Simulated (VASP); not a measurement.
# Ba (I4/mmm) in VASP: further runs, part 2 of 2

VASP 6.6.1.

**4. Single point, LDA (strain -0.080 along x and y, +0.080 along z)**

Contents of INCAR:

```
SYSTEM = Ba
ALGO = Fast
EDIFF = 1E-7
ENCUT = 520
ISIF = 2
ISMEAR = 0
LASPH = .TRUE.
LCHARG = .FALSE.
LREAL = .FALSE.
LWAVE = .FALSE.
NBANDS = 11
NELM = 100
PREC = Accurate
SIGMA = 0.15
```

Contents of KPOINTS:

```
k-points
0
G
  14 14 14
  0 0 0
```

Contents of POSCAR:

```
Ba
1.0
   -2.3000000000      2.3000000000      2.7000000000
    2.3000000000     -2.3000000000      2.7000000000
    2.3000000000      2.3000000000     -2.7000000000
Ba
1
Direct
    0.0000000000      0.0000000000      0.0000000000
```

Potentials or basis: VASP PAW LDA potentials, release 64 (Ba_sv).

Started as:

```sh
$ cat potpaw_LDA.64/Ba_sv/POTCAR > POTCAR
$ mpirun -np 1 vasp_std > vasp.out
```

OUTCAR:

```text
SYSTEM = Ba
   EDIFF = 1E-7
   ENCUT = 520
   ISIF = 2
   ISMEAR = 0
   LASPH = .TRUE.
   LREAL = .FALSE.
   NELM = 100
   PREC = Accurate

 ion  position               nearest neighbor table
   1  0.000  0.000  0.000-

  LATTYP: Found a body centered tetragonal cell.
 ALAT       =     4.6000000000
 C/A-ratio  =     1.1739130435

  Lattice vectors:

 A1 = (  -2.3000000000,   2.3000000000,   2.7000000000)
 A2 = (   2.3000000000,  -2.3000000000,   2.7000000000)
 A3 = (   2.3000000000,   2.3000000000,  -2.7000000000)
[... 517 lines left out ...]
     11       8.5598      0.00000

 [... further k-points ...]

------------------------ aborting loop because EDIFF is reached ----------------------------------------

  FORCE on cell =-STRESS in cart. coord.  units (eV):
  Direction    XX          YY          ZZ          XY          YZ          ZX
  --------------------------------------------------------------------------------------
  -------------------------------------------------------------------------------------
  Total       -0.1236232     -0.1236232     -0.2342861      0.0000000     -0.0000000      0.0000000
  in kB       -3.4668175     -3.4668175     -6.5701866      0.0000000     -0.0000000      0.0000000
  external PRESSURE =      -4.5012739 kB  Pullay stress =       0.0000000 kB

 VOLUME and BASIS-vectors are now :
 -----------------------------------------------------------------------------
  energy-cutoff  :      520.00
  volume of cell :       57.13
      direct lattice vectors                 reciprocal lattice vectors
    -2.300000000  2.300000000  2.700000000     0.000000000  0.217391304  0.185185185
     2.300000000 -2.300000000  2.700000000     0.217391304  0.000000000  0.185185185
     2.300000000  2.300000000 -2.700000000     0.217391304  0.217391304  0.000000000

 POSITION                                       TOTAL-FORCE (eV/Angst)
 -----------------------------------------------------------------------------------
      0.00000      0.00000      0.00000         0.000000     -0.000000      0.000000
 -----------------------------------------------------------------------------------
    total drift:                                0.000000      0.000000      0.000000

  FREE ENERGIE OF THE ION-ELECTRON SYSTEM (eV)
  ---------------------------------------------------
  free  energy   TOTEN  =        -2.2421627534 eV

  energy  without entropy=       -2.2270512709  energy(sigma->0) =       -2.23460701
```

stdout:

```text
POSCAR found type information on POSCAR Ba
 POSCAR found :  1 types and       1 ions
 scaLAPACK will be used
 LDA part: xc-table for (Slater(with rela. corr.)+CA(PZ))
 , standard interpolation
 POSCAR, INCAR and KPOINTS ok, starting setup
 FFT: planning ... GRIDC
 FFT: planning ... GRID_SOFT
 FFT: planning ... GRID
 WAVECAR not read
 entering main loop
WARNING in EDDRMM: call to ZHEGV failed, returncode =   8  4      5
WARNING in EDDRMM: call to ZHEGV failed, returncode =   8  4      6
WARNING in EDDRMM: call to ZHEGV failed, returncode =   6  3      9
WARNING in EDDRMM: call to ZHEGV failed, returncode =   6  3      6
WARNING in EDDRMM: call to ZHEGV failed, returncode =   8  4     11
WARNING in EDDRMM: call to ZHEGV failed, returncode =   6  3      5
WARNING in EDDRMM: call to ZHEGV failed, returncode =   6  3      5
```

Run time: 2.3 min. Hardware: 1 thread of Intel Xeon 8259CL, shared host; peak memory 0.27 GiB.

Results:

* Free energy: -2.2422 eV
* Pressure: -0.5 GPa
* Band gap on the k mesh: zero (bands 5 and 6 overlap by 0.83 eV)

Caveat: the cell differs from its parent crystal (strain -0.080 along x and y, +0.080 along z); spin-orbit coupling is left out, which moves the levels of the heavy elements.

**5. Single point, LDA (strain +0.000 along x and y, -0.080 along z)**

Contents of INCAR:

```
  PREC = Accurate
  ENCUT = 520
  EDIFF = 1E-6
  ISMEAR = 0
  SIGMA = 0.15
  LREAL = False
  LASPH = True
  NELM = 80
  ALGO = Fast
  ISIF = 2
  LWAVE = False
  LCHARG = True
  LELF = True
  LVHAR = True
  NBANDS = 11
```

Contents of KPOINTS:

```
Automatic mesh
0
Gamma
  14 14 14
```

Contents of POSCAR:

```
Ba
1.0
   -2.5000000000      2.5000000000      2.3000000000
    2.5000000000     -2.5000000000      2.3000000000
    2.5000000000      2.5000000000     -2.3000000000
Ba
1
Direct
    0.0000000000      0.0000000000      0.0000000000
```

Potentials or basis: VASP PAW LDA potentials, release 64 (Ba_sv).

Started as:

```sh
$ cat potpaw_LDA.64/Ba_sv/POTCAR > POTCAR
$ mpirun -np 1 vasp_std > vasp.out
```

OUTCAR:

```text
PREC = Accurate
   ENCUT = 520
   EDIFF = 1E-6
   ISMEAR = 0
   LREAL = False
   LASPH = True
   NELM = 80
   ISIF = 2

 ion  position               nearest neighbor table
   1  0.000  0.000  0.000-

  LATTYP: Found a body centered tetragonal cell.
 ALAT       =     5.0000000000
 C/A-ratio  =     0.9200000000

  Lattice vectors:

 A1 = (  -2.5000000000,   2.5000000000,   2.3000000000)
 A2 = (   2.5000000000,  -2.5000000000,   2.3000000000)
 A3 = (   2.5000000000,   2.5000000000,  -2.3000000000)

[... 517 lines left out ...]

 [... further k-points ...]

------------------------ aborting loop because EDIFF is reached ----------------------------------------

  FORCE on cell =-STRESS in cart. coord.  units (eV):
  Direction    XX          YY          ZZ          XY          YZ          ZX
  --------------------------------------------------------------------------------------
  -------------------------------------------------------------------------------------
  Total       -0.2596867     -0.2596867     -0.0768525      0.0000000      0.0000000      0.0000000
  in kB       -7.2358984     -7.2358984     -2.1414155      0.0000000      0.0000000      0.0000000
  external PRESSURE =      -5.5377374 kB  Pullay stress =       0.0000000 kB

 VOLUME and BASIS-vectors are now :
 -----------------------------------------------------------------------------
  energy-cutoff  :      520.00
  volume of cell :       57.50
      direct lattice vectors                 reciprocal lattice vectors
    -2.500000000  2.500000000  2.300000000     0.000000000  0.200000000  0.217391304
     2.500000000 -2.500000000  2.300000000     0.200000000  0.000000000  0.217391304
     2.500000000  2.500000000 -2.300000000     0.200000000  0.200000000  0.000000000

 POSITION                                       TOTAL-FORCE (eV/Angst)
 -----------------------------------------------------------------------------------
      0.00000      0.00000      0.00000         0.000000     -0.000000      0.000000
 -----------------------------------------------------------------------------------
    total drift:                                0.000000      0.000000      0.000000

  FREE ENERGIE OF THE ION-ELECTRON SYSTEM (eV)
  ---------------------------------------------------
  free  energy   TOTEN  =        -2.2460023265 eV

  energy  without entropy=       -2.2326379124  energy(sigma->0) =       -2.23932012
```

stdout:

```text
POSCAR found type information on POSCAR Ba
 POSCAR found :  1 types and       1 ions
 scaLAPACK will be used
 LDA part: xc-table for (Slater(with rela. corr.)+CA(PZ))
 , standard interpolation
 POSCAR, INCAR and KPOINTS ok, starting setup
 FFT: planning ... GRIDC
 FFT: planning ... GRID_SOFT
 FFT: planning ... GRID
 WAVECAR not read
 entering main loop
WARNING in EDDRMM: call to ZHEGV failed, returncode =   8  4      5
WARNING in EDDRMM: call to ZHEGV failed, returncode =   6  3      7
```

Wall time 2.1 min (1 thread of Intel Xeon 8259CL, shared host); peak memory 0.27 GiB.

What came out:

| Property | Result |
| --- | --- |
| Free energy | -2.2460 eV |
| Pressure | -0.6 GPa |
| Band gap on the k mesh | zero (bands 5 and 6 overlap by 1.09 eV) |

Stress tensor (GPa, compression positive):
```
-0.72  0.00  0.00
 0.00 -0.72  0.00
 0.00  0.00 -0.21
```

Caveat: the cell differs from its parent crystal (strain +0.000 along x and y, -0.080 along z); spin-orbit coupling is left out, which moves the levels of the heavy elements.

**6. Single point, LDA (strain -0.040 along x and y, +0.080 along z)**

Contents of INCAR:

```
ALGO     = Fast           # electronic algorithm
EDIFF    = 1E-7           # SCF threshold, eV
ENCUT    = 520            # plane-wave cutoff, eV
GGA      = CA             # functional
ISIF     = 2              # what is computed and relaxed
ISMEAR   = 0              # smearing method
LASPH    = T              # aspherical terms in the spheres
LCHARG   = T              # write CHGCAR
LELF     = T              # ELF
LREAL    = F              # projectors in reciprocal space
LVHAR    = T            
LWAVE    = F              # write WAVECAR
NBANDS   = 11             # bands
NELM     = 60             # most SCF steps
PREC     = Accurate       # precision mode
SIGMA    = 0.15           # smearing width, eV
```

Contents of KPOINTS:

```
k-points
0
Gamma
  14 14 14
```

Contents of POSCAR:

```
Ba
1.0
   -2.4000000000      2.4000000000      2.7000000000
    2.4000000000     -2.4000000000      2.7000000000
    2.4000000000      2.4000000000     -2.7000000000
Ba
1
Direct
    0.0000000000      0.0000000000      0.0000000000
```

Potentials or basis: VASP PAW LDA potentials, release 64 (Ba_sv).

Started as:

```sh
$ cat potpaw_LDA.64/Ba_sv/POTCAR > POTCAR
$ mpirun -np 1 vasp_std > vasp.out
```

It took 2.6 min on 1 thread of Intel Xeon 8259CL, shared host; peak memory 0.28 GiB.

Results (log left out):

```yaml
Free_energy: -2.2198 eV
Pressure: -1.1 GPa
Band_gap_on_the_k_mesh: zero (bands 5 and 6 overlap by 0.80 eV)
```

Stress tensor (GPa, compression positive):
```
-1.05  0.00  0.00
 0.00 -1.05  0.00
 0.00  0.00 -1.31
```

Levels at points of the mesh, in eV from the Fermi level:
```csv
k point,band 3,band 4,band 5,band 6,band 7,band 8
"(0.00, 0.00, 0.00)",-13.76,-13.76,-2.77,1.59,1.59,2.26
"(0.50, 0.00, 0.00)",-13.90,-13.77,-0.95,0.90,1.25,2.61
"(0.50, 0.50, 0.00)",-13.95,-13.81,-0.89,0.20,1.61,3.80
"(0.50, 0.50, 0.50)",-14.06,-14.06,-0.66,-0.46,3.58,4.61
```

Caveat: the cell differs from its parent crystal (strain -0.040 along x and y, +0.080 along z); spin-orbit coupling is left out, which moves the levels of the heavy elements.

**7. Single point, LDA (strain +0.040 along x and y, -0.080 along z)**

Contents of INCAR:

```
SYSTEM = Ba
  PREC = Accurate
  ENCUT = 520
  EDIFF = 1E-6
  ISMEAR = 0
  SIGMA = 0.15
  LREAL = .False.
  LASPH = .True.
  NELM = 80
  ALGO = Fast
  ISIF = 2
  LWAVE = .False.
  LCHARG = .False.
  NBANDS = 11
```

Contents of KPOINTS:

```
regular mesh
0
Gamma
  14 14 14
  0 0 0
```

Contents of POSCAR:

```
Ba
1.0
   -2.6000000000      2.6000000000      2.3000000000
    2.6000000000     -2.6000000000      2.3000000000
    2.6000000000      2.6000000000     -2.3000000000
Ba
1
Direct
    0.0000000000      0.0000000000      0.0000000000
```

Potentials or basis: VASP PAW LDA potentials, release 64 (Ba_sv).

Started as:

```sh
$ cat potpaw_LDA.64/Ba_sv/POTCAR > POTCAR
$ mpirun -np 1 vasp_std > vasp.out
```

OUTCAR:

```text
SYSTEM = Ba
   PREC = Accurate
   ENCUT = 520
   EDIFF = 1E-6
   ISMEAR = 0
   LREAL = .False.
   LASPH = .True.
   NELM = 80
   ISIF = 2

 ion  position               nearest neighbor table
   1  0.000  0.000  0.000-

  LATTYP: Found a body centered tetragonal cell.
 ALAT       =     5.2000000000
 C/A-ratio  =     0.8846153846

  Lattice vectors:

 A1 = (  -2.6000000000,   2.6000000000,   2.3000000000)
 A2 = (   2.6000000000,  -2.6000000000,   2.3000000000)
 A3 = (   2.6000000000,   2.6000000000,  -2.3000000000)
[... 515 lines left out ...]
     11       8.3559      0.00000

 [... further k-points ...]

------------------------ aborting loop because EDIFF is reached ----------------------------------------

  FORCE on cell =-STRESS in cart. coord.  units (eV):
  Direction    XX          YY          ZZ          XY          YZ          ZX
  --------------------------------------------------------------------------------------
  -------------------------------------------------------------------------------------
  Total       -0.5305546     -0.5305546     -0.2549570      0.0000000      0.0000000      0.0000000
  in kB      -13.6680365    -13.6680365     -6.5681491      0.0000000      0.0000000      0.0000000
  external PRESSURE =     -11.3014073 kB  Pullay stress =       0.0000000 kB

 VOLUME and BASIS-vectors are now :
 -----------------------------------------------------------------------------
  energy-cutoff  :      520.00
  volume of cell :       62.19
      direct lattice vectors                 reciprocal lattice vectors
    -2.600000000  2.600000000  2.300000000     0.000000000  0.192307692  0.217391304
     2.600000000 -2.600000000  2.300000000     0.192307692  0.000000000  0.217391304
     2.600000000  2.600000000 -2.300000000     0.192307692  0.192307692  0.000000000

 POSITION                                       TOTAL-FORCE (eV/Angst)
 -----------------------------------------------------------------------------------
      0.00000      0.00000      0.00000         0.000000      0.000000      0.000000
 -----------------------------------------------------------------------------------
    total drift:                                0.000000      0.000000      0.000000

  FREE ENERGIE OF THE ION-ELECTRON SYSTEM (eV)
  ---------------------------------------------------
  free  energy   TOTEN  =        -2.2149707192 eV

  energy  without entropy=       -2.2014095606  energy(sigma->0) =       -2.20819014
```

OSZICAR:

```text
N       E                     dE             d eps       ncg     rms          rms(c)
DAV:   1     0.535811947755E+02    0.53581E+02   -0.42694E+03  5368   0.754E+02
DAV:   2     0.451571904997E+00   -0.53130E+02   -0.51693E+02  6448   0.137E+02
DAV:   3    -0.212775655530E+01   -0.25793E+01   -0.25603E+01  6808   0.308E+01
DAV:   4    -0.221885345914E+01   -0.91097E-01   -0.90918E-01  7249   0.526E+00
DAV:   5    -0.222134536003E+01   -0.24919E-02   -0.24916E-02  7197   0.698E-01    0.170E+00
RMM:   6    -0.221716335305E+01    0.41820E-02   -0.30038E-03  5704   0.542E-01    0.101E+00
RMM:   7    -0.221466843454E+01    0.24949E-02   -0.76439E-03  6375   0.856E-01    0.363E-02
RMM:   8    -0.221494669497E+01   -0.27826E-03   -0.20351E-03  7987   0.213E-01    0.319E-02
RMM:   9    -0.221496861785E+01   -0.21923E-04   -0.17247E-04  8204   0.557E-02    0.243E-02
RMM:  10    -0.221497040726E+01   -0.17894E-05   -0.41334E-05  7636   0.458E-02    0.972E-03
RMM:  11    -0.221497050365E+01   -0.96399E-07   -0.10576E-05  7729   0.167E-02    0.115E-03
RMM:  12    -0.221497071917E+01   -0.21552E-06   -0.17530E-06  4879   0.598E-03
   1 F= -.22149707E+01 E0= -.22081901E+01  d E =-.135612E-01
```

Run time: 2.4 min. Hardware: 1 thread of Intel Xeon 8259CL, shared host; peak memory 0.28 GiB.

Results:

```yaml
Free_energy: -2.2150 eV
Pressure: -1.1 GPa
Band_gap_on_the_k_mesh: zero (bands 5 and 6 overlap by 0.90 eV)
```

Levels at points of the mesh, in eV from the Fermi level:
```csv
k point,band 1,band 2,band 3,band 4,band 5,band 6,band 7,band 8,band 9,band 10
"(0.00, 0.00, 0.00)",-28.82,-13.78,-13.78,-13.76,-2.78,1.28,2.08,2.08,2.60,3.74
"(0.50, 0.00, 0.00)",-28.77,-14.26,-13.94,-13.81,-0.90,0.39,1.51,3.15,4.35,5.17
"(0.50, 0.50, 0.00)",-28.78,-14.27,-13.88,-13.76,-1.00,1.10,1.20,2.49,3.41,5.11
"(0.50, 0.50, 0.50)",-28.74,-14.14,-14.14,-14.02,-0.65,-0.49,3.96,3.96,4.67,4.67
```

Caveat: the cell differs from its parent crystal (strain +0.040 along x and y, -0.080 along z); spin-orbit coupling is left out, which moves the levels of the heavy elements.

**8. Overview**

```csv
cell,further INCAR settings,gap on the mesh (eV),pressure (GPa)
"a = 4.102 Å, angles 111.8, 111.8, 104.9°, 1 atom",ALGO = Fast; EDIFF = 1e-06; NBANDS = 11,none,0.3
"a = 4.164 Å, angles 112.9, 112.9, 102.7°, 1 atom",ALGO = Fast; EDIFF = 1e-07; NBANDS = 11,none,-0.1
"a = 4.227 Å, angles 114.1, 114.1, 100.6°, 1 atom",ALGO = Fast; EDIFF = 1e-07; NBANDS = 11,none,-0.5
"a = 4.218 Å, angles 107.3, 107.3, 113.9°, 1 atom",ALGO = Fast; EDIFF = 1e-06; NBANDS = 11,none,-0.6
"a = 4.337 Å, angles 112.8, 112.8, 103.0°, 1 atom",ALGO = Fast; EDIFF = 1e-07; NBANDS = 11,none,-1.1
"a = 4.337 Å, angles 106.3, 106.3, 115.9°, 1 atom",ALGO = Fast; EDIFF = 1e-06; NBANDS = 11,none,-1.1
```

Alike in all rows: task single point; level LDA; potentials or basis VASP PAW LDA potentials, release 64 (Ba_sv); no spin polarisation; k mesh 14 × 14 × 14; cutoff (eV) 520; smearing gaussian 0.15 eV.

Caveats: spin-orbit coupling is left out, which moves the levels of the heavy elements.

Absolute energies hang on the potentials; compare differences alone.
